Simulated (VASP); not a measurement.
A run of VASP 6.6.1:

Contents of INCAR:

```
ALGO = Normal ; EDIFF = 1E-6
ENCUT = 500 ; GGA = PE
GGA_COMPAT = False ; ISIF = 2
ISMEAR = -1 ; LASPH = True
LCHARG = True ; LELF = True
LREAL = False ; LVHAR = True
LWAVE = False ; NBANDS = 9
NELM = 120 ; PREC = Accurate
SIGMA = 0.15
```

File KPOINTS:

```
k-points
0
Gamma
  16 16 16
```

File POSCAR:

```
S
1.0
    1.6970668203      0.9798019896      0.8029088764
   -1.6970668203      0.9798019896      0.8029088764
    0.0000000000     -1.9596039689      0.8029088764
S
1
Direct
    0.0000000000      0.0000000000      0.0000000000
```

Potentials or basis: VASP PAW PBE potentials, release 64 (S).

Run with:

```console
$ cat potpaw_PBE.64/S/POTCAR > POTCAR
$ mpirun -np 1 vasp_std > vasp.out
```

Hardware: 1 thread of Intel(R) Xeon(R) 6975P-C (Granite Rapids), with other jobs on the host.

Problem. How long does it take, and how much memory?

Solution. It took 8 s on 1 thread of Intel(R) Xeon(R) 6975P-C (Granite Rapids), on a shared host, peak memory 0.13 GiB. Counts: scf iterations 10, k points 417.
